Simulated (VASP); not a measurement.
Te: single point with LDA

Crystal: Te.

```
Te
1.0
     0.00000    3.50212    3.50212
     3.50212    0.00000    3.50212
     3.50212    3.50212    0.00000
Te
2
Cartesian
  0.0000 0.0000 0.0000
  1.7511 1.7511 1.7511
```

| Item | Value |
| --- | --- |
| Program | VASP 6.6.1 |
| Task | single point |
| Functional | LDA |
| Potentials or basis | VASP PAW LDA potentials, release 64 (Te) |
| Cutoff | 520 eV |
| k mesh | 8 × 8 × 8 |
| Occupations | fermi-dirac, width 0.136057 eV |
| Spin | no spin polarisation |

```json
{"Pressure": "0.0 GPa", "Band gap on the k mesh": "zero (band 6 reaches 4.01 eV, above the bottom of band 7 at 3.02 eV)"}
```

Levels at points of the mesh, in eV from the Fermi level:
```tsv
k point	band 4	band 5	band 6	band 7	band 8	band 9
(0.00, 0.00, 0.00)	-3.17	-3.17	-0.76	-0.76	-0.76	3.39
(0.50, 0.00, 0.00)	-3.81	-3.65	0.23	0.23	1.77	5.24
(0.50, 0.50, 0.00)	-4.50	-1.74	-1.74	2.13	2.13	5.03
```

Wall time 20 s on 1 thread of Intel(R) Xeon(R) Platinum 8259CL CPU @ 2.50GHz (Skylake/Cascade Lake), with other jobs on the host, peak memory 0.19 GiB.

Caveat: spin-orbit coupling is left out, which moves the levels of the heavy elements.
